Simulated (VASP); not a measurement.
PbSe:

```
Pb Se
1.0
     2.15488   -6.13395    0.00000
     2.15488    6.13395    0.00000
     0.00000    0.00000    4.45049
Pb Se
2 2
Direct
  0.63176 0.36824 0.75000
  0.36824 0.63176 0.25000
  0.86129 0.13871 0.75000
  0.13871 0.86129 0.25000
```

Base run:

- Program: VASP 6.6.1
- Functional: LDA
- Potentials or basis: VASP PAW LDA potentials, release 64 (Pb_d, Se)
- Cutoff: 500 eV
- k mesh: 4 × 4 × 4
- Occupations: gaussian, width 0.01 eV
- Spin: no spin polarisation

Its results: band gap on the k mesh 1.10 eV, indirect (least direct gap 1.35 eV); pressure -3.3 GPa; largest force 0.083 eV/Å.

Q: The run is repeated on the same cell with these changes: functional from LDA to r2SCAN; potentials or basis from VASP PAW LDA potentials, release 64 (Pb_d, Se) to VASP PAW PBE potentials, release 64 (Pb_d, Se); cutoff from 500 eV to 550 eV. What comes out?

A: Band gap on the k mesh 1.44 eV, indirect (least direct gap 1.73 eV); pressure -0.1 GPa; largest force 0.064 eV/Å.

Caveats: spin-orbit coupling is left out, which moves the levels of the heavy elements; the PAW data sets were made with another functional, which shifts forces and pressure a little (some runs).

A k mesh can miss the band edges.
